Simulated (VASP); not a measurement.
Input of a VASP 6.6.1 run:

INCAR

```
  ALGO = Normal
  EDIFF = 1E-6
  ENCUT = 520
  GGA = PS
  ISIF = 2
  ISMEAR = -1
  LASPH = True
  LCHARG = False
  LREAL = False
  LWAVE = False
  NBANDS = 15
  NELM = 100
  PREC = Accurate
  SIGMA = 0.03
```

Contents of KPOINTS:

```
k-points
0
Gamma
  7 7 4
```

The input POSCAR:

```
MgI2
1.0
    4.1537001214      0.0000000000      0.0000000000
   -2.0768500607      3.5972098248      0.0000000000
    0.0000000000      0.0000000000      6.8620000000
Mg I
1 2
Direct
    0.0000000000      0.0000000000      0.0000000000
    0.3333333333      0.6666666667      0.7576300000
    0.6666666667      0.3333333333      0.2423700000
```

Potentials or basis: VASP PAW PBE potentials, release 64 (Mg, I).

Launch:

```bash
$ cat potpaw_PBE.64/Mg/POTCAR potpaw_PBE.64/I/POTCAR > POTCAR
$ mpirun -np 1 vasp_std > vasp.out
```

Q: What does it give for the largest force?

A: 0.039 eV/Å.

Q: What does it give for the band gap on the k mesh?

A: 3.46 eV, indirect (least direct gap 3.57 eV).

Q: Estimate the pressure.

A: -0.2 GPa.

Forces on the atoms (eV/Å):
```
Mg   0.000  0.000  0.000
I    0.000  0.000  0.039
I    0.000  0.000 -0.039
```

Caveat: the PAW data sets were made with another functional, which shifts forces and pressure a little; spin-orbit coupling is left out, which moves the levels of the heavy elements; this functional lacks dispersion, which binds the layers, so the pressure and a relaxed spacing across them are unreliable. A k mesh can miss the band edges.
